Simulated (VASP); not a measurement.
# CdS (F-43m) in VASP: settings compared, part 2 of 2

VASP 6.6.1.

## Step 5: Single point, BLYP+D3(BJ)

This run uses another cell than the first one, of 25.23 Å³/atom.

File INCAR:

```
SYSTEM = CdS
  PREC = Accurate
  ENCUT = 520
  EDIFF = 1E-7
  ISMEAR = -1
  SIGMA = 0.05
  LREAL = .FALSE.
  LASPH = .TRUE.
  NELM = 60
  ALGO = Normal
  ISIF = 2
  LWAVE = .FALSE.
  LCHARG = .FALSE.
  GGA = B5
  ALDAX = 1.0
  AGGAX = 1.0
  AGGAC = 1.0
  ALDAC = 0.0
  IVDW = 12
  VDW_S6 = 1.0
  VDW_S8 = 2.6996
  VDW_A1 = 0.4298
  VDW_A2 = 4.2359
  NBANDS = 16
```

File KPOINTS:

```
regular mesh
0
G
  8 8 8
  0 0 0
```

File POSCAR:

```
CdS
1.0
    0.0000000000      2.9329380017      2.9329380017
    2.9329380017      0.0000000000      2.9329380017
    2.9329380017      2.9329380017      0.0000000000
Cd S
1 1
Direct
    0.0000000000      0.0000000000      0.0000000000
    0.7500000000      0.7500000000      0.7500000000
```

Potentials or basis: VASP PAW PBE potentials, release 64 (Cd, S).

On the command line:

```bash
cat potpaw_PBE.64/Cd/POTCAR potpaw_PBE.64/S/POTCAR > POTCAR
mpirun -np 1 vasp_std > vasp.out
```

OUTCAR:

```text
SYSTEM = CdS
   PREC = Accurate
   ENCUT = 520
   EDIFF = 1E-7
   ISMEAR = -1
   LREAL = .FALSE.
   LASPH = .TRUE.
   NELM = 60
   ISIF = 2
   GGA = B5
   IVDW = 12
 IVDW          = 12

 ion  position               nearest neighbor table
   1  0.000  0.000  0.000-   2 2.54   2 2.54   2 2.54   2 2.54
   2  0.750  0.750  0.750-   1 2.54   1 2.54   1 2.54   1 2.54

  LATTYP: Found a face centered cubic cell.
 ALAT       =     5.8658760034

  Lattice vectors:

 A1 = (   0.0000000000,   2.9329380017,   2.9329380017)
 A2 = (   2.9329380017,   0.0000000000,   2.9329380017)
 A3 = (   2.9329380017,   2.9329380017,   0.0000000000)

Analysis of symmetry for initial positions (statically):
=====================================================================
 Subroutine PRICEL returns:
 Original cell was already a primitive cell.

 Routine SETGRP: Setting up the symmetry group for a
 face centered cubic supercell.

 Subroutine GETGRP returns: Found 24 space group operations
 (whereof 24 operations were pure point group operations)
 out of a pool of 48 trial point group operations.

The static configuration has the point symmetry T_d .

Analysis of symmetry for dynamics (positions and initial velocities):
=====================================================================
 Subroutine PRICEL returns:
 Original cell was already a primitive cell.

 Routine SETGRP: Setting up the symmetry group for a
 face centered cubic supercell.

 Subroutine GETGRP returns: Found 24 space group operations
 (whereof 24 operations were pure point group operations)
 out of a pool of 48 trial point group operations.

The dynamic configuration has the point symmetry T_d .

 Subroutine INISYM returns: Found 24 space group operations
 (whereof 24 operations are pure point group operations),
 and found     1 'primitive' translations

----------------------------------------------------------------------------------------

                                     Primitive cell

  volume of cell :      50.4590

  direct lattice vectors                    reciprocal lattice vectors
     0.000000000  2.932938002  2.932938002    -0.170477521  0.170477521  0.170477521
     2.932938002  0.000000000  2.932938002     0.170477521 -0.170477521  0.170477521
     2.932938002  2.932938002  0.000000000     0.170477521  0.170477521 -0.170477521

  length of vectors
     4.147800700  4.147800700  4.147800700     0.295275728  0.295275728  0.295275728

  position of ions in fractional coordinates (direct lattice)
     0.000000000  0.000000000  0.000000000
     0.750000000  0.750000000  0.750000000

  ion indices of the primitive-cell ions
   primitive index   ion index
                 1           1
                 2           2

----------------------------------------------------------------------------------------

 KPOINTS: regular mesh

Automatic generation of k-mesh.
 Grid dimensions read from file:
 generate k-points for:    8    8    8

 Generating k-lattice:

  Cartesian coordinates                     Fractional coordinates (reciprocal lattice)
    -0.021309690  0.021309690  0.021309690     0.125000000  0.000000000  0.000000000
     0.021309690 -0.021309690  0.021309690     0.000000000  0.125000000  0.000000000
     0.021309690  0.021309690 -0.021309690     0.000000000  0.000000000  0.125000000

  Length of vectors
     0.036909466  0.036909466  0.036909466

  Shift w.r.t. Gamma in fractional coordinates (k-lattice)
     0.000000000  0.000000000  0.000000000

 Subroutine IBZKPT returns following result:
 ===========================================

 Found     29 irreducible k-points:

 Following reciprocal coordinates:
            Coordinates               Weight
  0.000000  0.000000  0.000000      1.000000
  0.125000  0.000000  0.000000      8.000000
  0.250000  0.000000  0.000000      8.000000
  0.375000  0.000000  0.000000      8.000000
  0.500000  0.000000  0.000000      4.000000
  0.125000  0.125000  0.000000      6.000000
[... 16 lines left out ...]
  0.500000  0.250000  0.125000     48.000000
 -0.375000  0.250000  0.125000     24.000000
 [... further k-points ...]
   k-points           NKPTS =     29   k-points in BZ     NKDIM =     29   number of bands    NBANDS=     16
   number of dos      NEDOS =    301   number of ions     NIONS =      2
   total plane-waves  NPLWV =  32768
   dimension x,y,z NGX =    32 NGY =   32 NGZ =   32
   dimension x,y,z NGXF=    64 NGYF=   64 NGZF=   64
   ions per type =               1   1
   NGX,Y,Z   is equivalent  to a cutoff of  12.83, 12.83, 12.83 a.u.
   NGXF,Y,Z  is equivalent  to a cutoff of  25.65, 25.65, 25.65 a.u.
 SYSTEM =  CdS
   PREC   = accura    normal or accurate (medium, high low for compatibility)
   ISTART =      0    job   : 0-new  1-cont  2-samecut
   ICHARG =      2    charge: 1-file 2-atom 10-const
   ISPIN  =      1    spin polarized calculation?
   LNONCOLLINEAR =      F non collinear calculations
   LSORBIT =      F    spin-orbit coupling
   LASPH  =      T    aspherical Exc in radial PAW
   ENCUT  =  520.0 eV  38.22 Ry    6.18 a.u.   7.71  7.71  7.71*2*pi/ulx,y,z
   NELM   =     60;   NELMIN=  2; NELMDL= -5     # of ELM steps
   EDIFF  = 0.1E-06   stopping-criterion for ELM
   LREAL  =      F    real-space projection
   EDIFFG = 0.1E-05   stopping-criterion for IOM
   NSW    =      0    number of steps for IOM
   IBRION =     -1    ionic relax: 0-MD 1-quasi-New 2-CG
   NFREE  =      0    steps in history (QN), initial steepest desc. (CG)
   ISIF   =      2    stress and relaxation
   ISYM   =      2    0-nonsym 1-usesym 2-fastsym
   POTIM  = 0.5000    time-step for ionic-motion
   TEBEG  =    0.0;   TEEND  =   0.0 temperature during run
   PSTRESS=    0.0 pullay stress
   NELECT =      18.0000    total number of electrons
   NUPDOWN=      -1.0000    fix difference up-down
   EMIN   =  10.00;   EMAX   =-10.00  energy-range for DOS
   EFERMI =   0.00;   METHOD = LEGACY
   ISMEAR =    -1;   SIGMA  =   0.05  broadening in eV -4-tet -1-fermi 0-gaus
   EFERMI_NEDOS =   21; number of points for ismear=-14 and -15
   IALGO  =     38    algorithm
   IMIX   =      4    mixing-type and parameters
     AMIX     =   0.40;   BMIX     =  1.00
     AMIX_MAG =   1.60;   BMIX_MAG =  1.00
  volume/ion in A,a.u.               =      25.23       170.26
  Fermi-wavevector in a.u.,A,eV,Ry     =   1.161055  2.194076 18.341316  1.348049
  Thomas-Fermi vector in A             =   2.297631
   LORBIT       =      0    0 simple, 1 ext, 2 COOP (PROOUT), +10 PAW based schemes
   GGA     = B5    functional components
   LHFCALC =     F    Hartree Fock is set to
   AEXX    =    0.0000 exact exchange contribution
   IVDW    =    12    specifies the selected vdW correction
   LEPSILON=     F    determine dielectric tensor
   LRPA    =     F    only Hartree local field effects (RPA)
 non-spin polarized calculation
  energy-cutoff  :      520.00
  volume of cell :       50.46
 maximum number of plane-waves:      1380
   NGX = 15   NGY = 15   NGZ = 15

 number of electron      18.0000005 magnetization

 Free energy of the ion-electron system (eV)
  ---------------------------------------------------
  ext. energy  EPLUGINS =         0.00000000
  ---------------------------------------------------
  free energy    TOTEN  =        -5.14223302 eV

  energy without entropy =       -5.14223280  energy(sigma->0) =       -5.14223291

 E-fermi :   2.1311     XC(G=0):  -8.6003

 val. band max:        1.5512495252   @ k =   0.0000   0.0000   0.0000
 cond. band min:       2.6309069245   @ k =   0.0000   0.0000   0.0000
 fundamental gap:      1.0796573993
 Fermi energy:         2.1310792937

 k-point     1 :       0.0000    0.0000    0.0000
  band No.  band energies     occupation
      1     -10.7064      2.00000
      2      -6.1639      2.00000
      3      -6.1639      2.00000
      4      -6.1639      2.00000
      5      -5.7163      2.00000
      6      -5.7163      2.00000
[... 8 lines left out ...]
     15      13.0895      0.00000
     16      13.0895      0.00000
[... 419 lines left out ...]
 k-point    24 :      -0.3750    0.2500    0.1250
  band No.  band energies     occupation
      1     -10.2430      2.00000
      2      -6.0089      2.00000
      3      -5.9730      2.00000
      4      -5.7394      2.00000
      5      -5.6906      2.00000
      6      -5.2436      2.00000
[... 8 lines left out ...]
     15      13.8931      0.00000
     16      14.7208      0.00000

 [... further k-points ...]

------------------------ aborting loop because EDIFF is reached ----------------------------------------

 Edisp (eV)   -1.31821

 E8    (eV) :    -0.9370

  FORCE on cell =-STRESS in cart. coord.  units (eV):
  Direction    XX          YY          ZZ          XY          YZ          ZX
  --------------------------------------------------------------------------------------
  -------------------------------------------------------------------------------------
  Total       0.13178     0.13178     0.13178     0.00000    -0.00000     0.00000
  in kB       4.18442     4.18442     4.18442     0.00000    -0.00000     0.00000
  external pressure =        4.18 kB  Pullay stress =        0.00 kB

 VOLUME and BASIS-vectors are now :
 -----------------------------------------------------------------------------
  energy-cutoff  :      520.00
  volume of cell :       50.46
      direct lattice vectors                 reciprocal lattice vectors
     0.000000000  2.932938002  2.932938002    -0.170477521  0.170477521  0.170477521
     2.932938002  0.000000000  2.932938002     0.170477521 -0.170477521  0.170477521
     2.932938002  2.932938002  0.000000000     0.170477521  0.170477521 -0.170477521

 POSITION                                       TOTAL-FORCE (eV/Angst)
 -----------------------------------------------------------------------------------
      0.00000      0.00000      0.00000        -0.000000     -0.000000     -0.000000
      4.39941      4.39941      4.39941         0.000000      0.000000      0.000000
 -----------------------------------------------------------------------------------
    total drift:                               -0.000000     -0.000000     -0.000000

  FREE ENERGIE OF THE ION-ELECTRON SYSTEM (eV)
  ---------------------------------------------------
  free  energy   TOTEN  =        -6.4604382919 eV

  energy  without entropy=       -6.4604380727  energy(sigma->0) =       -6.46043818
```

OSZICAR:

```text
N       E                     dE             d eps       ncg     rms          rms(c)
DAV:   1     0.109793584084E+03    0.10979E+03   -0.92732E+03   944   0.104E+03
DAV:   2    -0.152874826169E+01   -0.11132E+03   -0.10464E+03  1128   0.252E+02
DAV:   3    -0.579433349994E+01   -0.42656E+01   -0.42571E+01  1144   0.513E+01
DAV:   4    -0.582184699655E+01   -0.27513E-01   -0.27511E-01  1192   0.403E+00
DAV:   5    -0.582224346805E+01   -0.39647E-03   -0.39647E-03  1144   0.460E-01    0.724E+00
DAV:   6    -0.515739775396E+01    0.66485E+00   -0.11395E+00  1376   0.133E+01    0.596E+00
DAV:   7    -0.514253834767E+01    0.14859E-01   -0.21757E-01  1144   0.319E+00    0.336E+00
DAV:   8    -0.514245460362E+01    0.83744E-04   -0.17757E-02  1072   0.169E+00    0.312E-01
DAV:   9    -0.514211693131E+01    0.33767E-03   -0.19371E-03  1208   0.642E-01    0.820E-02
DAV:  10    -0.514220627454E+01   -0.89343E-04   -0.24052E-04  1088   0.136E-01    0.637E-02
DAV:  11    -0.514223802805E+01   -0.31754E-04   -0.47260E-05  1120   0.711E-02    0.139E-02
DAV:  12    -0.514223297990E+01    0.50482E-05   -0.14902E-05  1160   0.463E-02    0.690E-03
DAV:  13    -0.514223304639E+01   -0.66488E-07   -0.13695E-06  1096   0.777E-03    0.401E-03
DAV:  14    -0.514223301773E+01    0.28660E-07   -0.27289E-08   912   0.146E-03
   1 F= -.64604383E+01 E0= -.64604382E+01  d E =-.219176E-06
```

stdout:

```text
POSCAR found type information on POSCAR CdS
 POSCAR found :  2 types and       2 ions
 scaLAPACK will be used
 -----------------------------------------------------------------------------
|                                                                             |
|                                                                             |
|     You enforced a specific xc type in the INCAR file but a different       |
|     I HOPE YOU KNOW WHAT YOU ARE DOING!                                     |
|                                                                             |
 -----------------------------------------------------------------------------

 LDA part: xc-table for (Slater(with rela. corr.)+VWN5), standard interpolation
 POSCAR, INCAR and KPOINTS ok, starting setup
 FFT: planning ... GRIDC
 FFT: planning ... GRID_SOFT
 FFT: planning ... GRID
 WAVECAR not read
 entering main loop
```

Wall time 29 s (1 thread of Intel Xeon Platinum 8375C at 2.90GHz (Ice Lake), shared host); peak memory 0.19 GiB.

What came out:

- Free energy: -6.4604 eV
- Pressure: 0.4 GPa
- Band gap on the k mesh: 1.08 eV
- Dispersion energy per atom: -0.659 eV

Caveat: the PAW data sets were made with another functional, which shifts forces and pressure a little.

## Step 6: Overview

| level | potentials or basis | spin | cell | cutoff (eV) | smearing | gap on the mesh (eV) | pressure (GPa) |
| --- | --- | --- | --- | --- | --- | --- | --- |
| r2SCAN+rVV10 | VASP PAW PBE potentials, release 64 (Cd_sv_GW, S) | off | a = 4.040 Å, angles 60.0°, 2 atoms | 700 | fermi-dirac 0.05 eV | 1.67 | 5.3 |
| PBE | VASP PAW PBE potentials, release 64 (Cd_sv_GW, S) | non-collinear, zero start, SOC | a = 4.097 Å, angles 60.0°, 2 atoms | 630 | fermi-dirac 0.05 eV | - | 4.1 |
| PBE | VASP PAW PBE potentials, release 64 (Cd, S) | off | a = 4.125 Å, angles 60.0°, 2 atoms | 520 | gaussian 0.024 eV | 1.15 | 3.2 |
| BLYP+D3(BJ) | VASP PAW PBE potentials, release 64 (Cd, S) | off | a = 4.148 Å, angles 60.0°, 2 atoms | 520 | fermi-dirac 0.05 eV | 1.08 | 0.4 |

Alike in all rows: task single point; k mesh 8 × 8 × 8.

Caveats: the cell stands under pressure (at least some runs); the PAW data sets were made with another functional, which shifts forces and pressure a little (at least some runs).

Total energies depend on the potentials used, so only differences within one code and one set of settings carry meaning.
